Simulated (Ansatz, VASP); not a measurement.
ZrO2 in VASP and in Ansatz

INCAR

```
PREC     = Accurate       # precision mode
ENCUT    = 600            # plane-wave cutoff, eV
EDIFF    = 1E-6           # SCF threshold, eV
ISMEAR   = 0              # smearing method
SIGMA    = 0.05           # smearing width, eV
LREAL    = False          # projectors in reciprocal space
LASPH    = True           # aspherical terms in the spheres
NELM     = 120            # most SCF steps
ALGO     = Normal         # electronic algorithm
ISIF     = 2              # what is computed and relaxed
LWAVE    = False          # write WAVECAR
LCHARG   = False          # write CHGCAR
GGA      = PE             # functional
NBANDS   = 19             # bands
GGA_COMPAT= False
```

KPOINTS

```
regular mesh
0
Gamma
  8 8 8
```

File POSCAR:

```
ZrO2
1.0
    0.0000000000      2.5915259921      2.5915259921
    2.5915259921      0.0000000000      2.5915259921
    2.5915259921      2.5915259921      0.0000000000
Zr O
1 2
Direct
    0.0000000000      0.0000000000      0.0000000000
    0.2500000000      0.2500000000      0.2500000000
    0.7500000000      0.7500000000      0.7500000000
```

Input for Ansatz:

```yaml
crystal:
  lattice:
    - [0.0, 2.5915259921, 2.5915259921]
    - [2.5915259921, 0.0, 2.5915259921]
    - [2.5915259921, 2.5915259921, 0.0]
  atoms:
    - { symbol: Zr, position: [0.0, 0.0, 0.0] }
    - { symbol: O, position: [0.25, 0.25, 0.25] }
    - { symbol: O, position: [0.75, 0.75, 0.75] }
basis:
  ecutwfc: 420
  ecutrho_ratio: 4
kpoints:
  mp_grid: { grid: [8, 8, 8] }
hamiltonian:
  xc: pbe
scf:
  occupations: { method: gaussian, width: 0.05 }
output:
  forces: true
  stress: true
  eigenvalues: true
```

Alike in both runs: task single point; functional PBE; k mesh 8 × 8 × 8; occupations gaussian, width 0.05 eV; no spin polarisation.

|  | VASP | Ansatz |
| --- | --- | --- |
| version | VASP 6.6.1 | Ansatz 0.2.0 |
| potentials or method | VASP PAW PBE potentials, release 64 (Zr_sv, O), cutoff 600 eV | scalar-relativistic, plane waves, PAW |
| valence electrons in the cell | 24 | 24 |

|  | VASP | Ansatz | Ansatz less VASP |
| --- | --- | --- | --- |
| gap on the k mesh at the Fermi level (eV) | 3.20 | 3.21 | +0.007 |
| least direct gap on the mesh (eV) | 3.60 | 3.61 | +0.006 |
| pressure (GPa) | -8.4 | -8.5 | -0.10 |
